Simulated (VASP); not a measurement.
# C (R-3m) in VASP: further runs, part 2 of 2

VASP 6.6.1.

## 5. Single point, PBEsol (strain -0.050 along x and y, +0.050 along z)

Input file INCAR:

```
ALGO = Normal
EDIFF = 1E-7
ENCUT = 520
GGA = PS
ISIF = 2
ISMEAR = 0
LASPH = T
LCHARG = F
LREAL = F
LWAVE = F
NBANDS = 11
NELM = 60
PREC = Accurate
SIGMA = 0.05
```

Input file KPOINTS:

```
k-points
0
Gamma
  15 15 15
```

Input file POSCAR:

```
C
1.0
    1.1666250292      0.6735512746      3.5143613814
   -1.1666250292      0.6735512746      3.5143613814
    0.0000000000     -1.3471025493      3.5143613814
C
2
Direct
    0.1640000000      0.1640000000      0.1640000000
    0.8360000000      0.8360000000      0.8360000000
```

Potentials or basis: VASP PAW PBE potentials, release 64 (C).

Run with:

```bash
> cat potpaw_PBE.64/C/POTCAR > POTCAR
> mpirun -np 1 vasp_std > vasp.out
```

OUTCAR:

```text
EDIFF = 1E-7
   ENCUT = 520
   GGA = PS
   ISIF = 2
   ISMEAR = 0
   LASPH = T
   LREAL = F
   NELM = 60
   PREC = Accurate

 ion  position               nearest neighbor table
   1  0.164  0.164  0.164-   2 1.35   2 1.35   2 1.35
   2  0.836  0.836  0.836-   1 1.35   1 1.35   1 1.35

  LATTYP: Found a trigonal (rhomboedric) cell.
 ALAT       =     3.7636978090
 COS(alpha) =     0.8078399590

  Lattice vectors:

 A1 = (   1.1666250292,   0.6735512746,   3.5143613814)
 A2 = (  -1.1666250292,   0.6735512746,   3.5143613814)
 A3 = (   0.0000000000,  -1.3471025493,   3.5143613814)

Analysis of symmetry for initial positions (statically):
=====================================================================
 Subroutine PRICEL returns:
 Original cell was already a primitive cell.

 Routine SETGRP: Setting up the symmetry group for a
 trigonal (rhombohedral) supercell.

 Subroutine GETGRP returns: Found 12 space group operations
 (whereof 12 operations were pure point group operations)
 out of a pool of 12 trial point group operations.

The static configuration has the point symmetry D_3d.
[... 162 lines left out ...]

 val. band max:        4.9333823023   @ k =  -0.3333   0.3333   0.0000
 cond. band min:       5.4720899851   @ k =  -0.3333   0.3333   0.0000
 fundamental gap:      0.5387076828
 Fermi energy:         5.1527618873

 k-point     1 :       0.0000    0.0000    0.0000
  band No.  band energies     occupation
      1     -15.7143      2.00000
      2      -2.8312      2.00000
      3       2.3671      2.00000
      4       2.3671      2.00000
      5       8.2113      0.00000
      6      14.6744      0.00000
      7      14.6744      0.00000
      8      18.7674      0.00000
      9      21.8729      0.00000
     10      29.4331      0.00000
     11      29.8213      0.00000
[... 309 lines left out ...]
 k-point    24 :       0.2000    0.1333    0.0000
  band No.  band energies     occupation
      1     -14.8820      2.00000
      2      -2.0623      2.00000
      3      -0.1949      2.00000
      4       0.7101      2.00000
      5       9.7101      0.00000
      6      15.1604      0.00000
      7      15.9307      0.00000
      8      17.5771      0.00000
      9      23.0270      0.00000
     10      26.7873      0.00000
     11      31.1015      0.00000

 [... further k-points ...]
[... 5 lines left out ...]
  --------------------------------------------------------------------------------------
  -------------------------------------------------------------------------------------
  Total        8.2542418      8.2542418     -0.0528576      0.0000000      0.0000000     -0.0000000
  in kB      798.1566717    798.1566717     -5.1111521      0.0000000      0.0000000     -0.0000000
  external PRESSURE =     530.4007304 kB  Pullay stress =       0.0000000 kB

 VOLUME and BASIS-vectors are now :
 -----------------------------------------------------------------------------
  energy-cutoff  :      520.00
  volume of cell :       16.57
      direct lattice vectors                 reciprocal lattice vectors
     1.166625029  0.673551275  3.514361381     0.428586725  0.247444661  0.094848906
    -1.166625029  0.673551275  3.514361381    -0.428586725  0.247444661  0.094848906
     0.000000000 -1.347102549  3.514361381     0.000000000 -0.494889322  0.094848906

 POSITION                                       TOTAL-FORCE (eV/Angst)
 -----------------------------------------------------------------------------------
      0.00000     -0.00000      1.72907         0.000000     -0.000000      0.849765
      0.00000     -0.00000      8.81402         0.000000      0.000000     -0.849765
 -----------------------------------------------------------------------------------
    total drift:                                0.000000     -0.000000      0.000000

  FREE ENERGIE OF THE ION-ELECTRON SYSTEM (eV)
  ---------------------------------------------------
  free  energy   TOTEN  =       -18.8397013521 eV

  energy  without entropy=      -18.8397013521  energy(sigma->0) =      -18.83970135
```

stdout:

```text
POSCAR found type information on POSCAR C
 POSCAR found :  1 types and       2 ions
 scaLAPACK will be used
 -----------------------------------------------------------------------------
|                                                                             |
|                                                                             |
|     You enforced a specific xc type in the INCAR file but a different       |
|     I HOPE YOU KNOW WHAT YOU ARE DOING!                                     |
|                                                                             |
 -----------------------------------------------------------------------------

 LDA part: xc-table for (Slater+PW92), standard interpolation
 POSCAR, INCAR and KPOINTS ok, starting setup
 FFT: planning ... GRIDC
 FFT: planning ... GRID_SOFT
 FFT: planning ... GRID
 WAVECAR not read
 entering main loop
```

Run time: 2.6 min. Hardware: 1 thread of Intel Xeon 8259CL, shared host; peak memory 0.19 GiB.

Results:

| Property | Result |
| --- | --- |
| Free energy | -18.8397 eV |
| Pressure | 53.0 GPa |
| Largest force | 0.850 eV/Å |

Forces on the atoms (eV/Å):
```
C    0.000  0.000  0.850
C    0.000  0.000 -0.850
```

Stress tensor (GPa, compression positive):
```
79.82  0.00  0.00
 0.00 79.82  0.00
 0.00  0.00 -0.51
```

Caveat: the cell differs from its parent crystal (strain -0.050 along x and y, +0.050 along z); the cell stands under pressure; this functional lacks dispersion, which binds the layers, so the pressure and a relaxed spacing across them are unreliable; the PAW data sets were made with another functional, which shifts forces and pressure a little.

## 6. Single point, PBEsol (strain +0.000 along x and y, -0.050 along z)

Input file INCAR:

```
SYSTEM = C
PREC = Accurate
ENCUT = 520
EDIFF = 1E-6
ISMEAR = 0
SIGMA = 0.05
LREAL = .False.
LASPH = .True.
NELM = 80
ALGO = Normal
ISIF = 2
LWAVE = .False.
LCHARG = .False.
GGA = PS
NBANDS = 11
```

Input file KPOINTS:

```
Automatic mesh
0
Gamma
  15 15 15
  0 0 0
```

Input file POSCAR:

```
C
1.0
    1.2280263465      0.7090013417      3.1796602974
   -1.2280263465      0.7090013417      3.1796602974
    0.0000000000     -1.4180026834      3.1796602974
C
2
Direct
    0.1640000000      0.1640000000      0.1640000000
    0.8360000000      0.8360000000      0.8360000000
```

Potentials or basis: VASP PAW PBE potentials, release 64 (C).

Run with:

```bash
> cat potpaw_PBE.64/C/POTCAR > POTCAR
> mpirun -np 1 vasp_std > vasp.out
```

It took 2.2 min on 1 thread of Intel Xeon 8259CL, shared host; peak memory 0.18 GiB.

It converged, with:

| Item | Value |
| --- | --- |
| Free energy | -19.2521 eV |
| Pressure | 2.5 GPa |
| Largest force | 0.795 eV/Å |

Forces in eV/Å, atoms in the order of the input:
```
C    0.000  0.000  0.795
C    0.000  0.000 -0.795
```

Stress tensor (GPa, compression positive):
```
2.34 0.00 0.00
0.00 2.34 0.00
0.00 0.00 2.91
```

Caveat: the cell differs from its parent crystal (strain +0.000 along x and y, -0.050 along z); this functional lacks dispersion, which binds the layers, so the pressure and a relaxed spacing across them are unreliable; the PAW data sets were made with another functional, which shifts forces and pressure a little.

## 7. The runs side by side

```csv
cell,pressure (GPa),largest force (eV/Å)
"a = 3.467 Å, angles 40.4°, 2 atoms",27.8,0.78
"a = 3.686 Å, angles 36.9°, 2 atoms",54.4,0.82
"a = 3.544 Å, angles 39.5°, 2 atoms",26.7,0.81
"a = 3.764 Å, angles 36.1°, 2 atoms",53.0,0.85
"a = 3.482 Å, angles 41.3°, 2 atoms",2.5,0.80
```

Alike in all rows: task single point; level PBEsol; potentials or basis VASP PAW PBE potentials, release 64 (C); no spin polarisation; k mesh 15 × 15 × 15; cutoff (eV) 520; smearing gaussian 0.05 eV.

Caveats: this functional lacks dispersion, which binds the layers, so the pressure and a relaxed spacing across them are unreliable; the PAW data sets were made with another functional, which shifts forces and pressure a little; the cell stands under pressure (at least some runs).

Total energies depend on the potentials used, so only differences within one code and one set of settings carry meaning.
